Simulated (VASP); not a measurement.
Set up this calculation in VASP 6.6.1, as the native input.

```
Task                   : single point
Functional             : PBE
Potentials or basis    : VASP PAW PBE potentials, release 64 (Sc_sv, Sb, P)
Cutoff                 : 520 eV
k mesh                 : 4 × 4 × 2
Occupations            : gaussian, width 0.1 eV
Spin                   : no spin polarisation
Dipole correction      : no
Further INCAR settings : ALGO = Fast; EDIFF = 1e-07; NBANDS = 27
```

The structure of ScSb2P3 lies in POSCAR:

```
ScSb2P3
1.0
    2.4991506262     -2.4991773525      0.0000000000
    2.4991506262      2.4991773525      0.0000000000
    0.0000000000      0.0000000000     10.6338022663
Sc Sb P
1 2 3
Direct
    0.0000000000      0.0000000000      0.0000000000
    0.5000000000      0.5000000000      0.2500172053
    0.5000000000      0.5000000000      0.7499827947
    0.0000000000      0.5000000000      0.5000000000
    0.5000000000      0.0000000000      0.5000000000
    0.5000000000      0.5000000000      0.0000000000
```

The cell was generated, and may not be a known phase.

The input as run:

INCAR

```
PREC = Accurate
ENCUT = 520
EDIFF = 1E-7
ISMEAR = 0
SIGMA = 0.1
LREAL = False
LASPH = True
NELM = 80
ALGO = Fast
ISIF = 2
LWAVE = False
LCHARG = False
GGA = PE
NBANDS = 27
```

KPOINTS

```
Automatic mesh
0
Gamma
  4 4 2
```

Potentials or basis: VASP PAW PBE potentials, release 64 (Sc_sv, Sb, P).

The run is started by

```console
$ cat potpaw_PBE.64/Sc_sv/POTCAR potpaw_PBE.64/Sb/POTCAR potpaw_PBE.64/P/POTCAR > POTCAR
$ mpirun -np 1 vasp_std > vasp.out
```

It gave:

The pressure is 0.2 GPa, the largest force is 0.050 eV/Å and the band gap on the k mesh is zero (bands 18 and 19 overlap by 1.68 eV).

Caveat: the k points lie up to 0.44 Å⁻¹ apart, too coarse for converged energies and pressures of a metal; spin-orbit coupling is left out, which moves the levels of the heavy elements.

Wall time 2.1 min on 1 thread of Oxide Virtual Turin-like Processor, with other jobs on the host, peak memory 0.22 GiB.
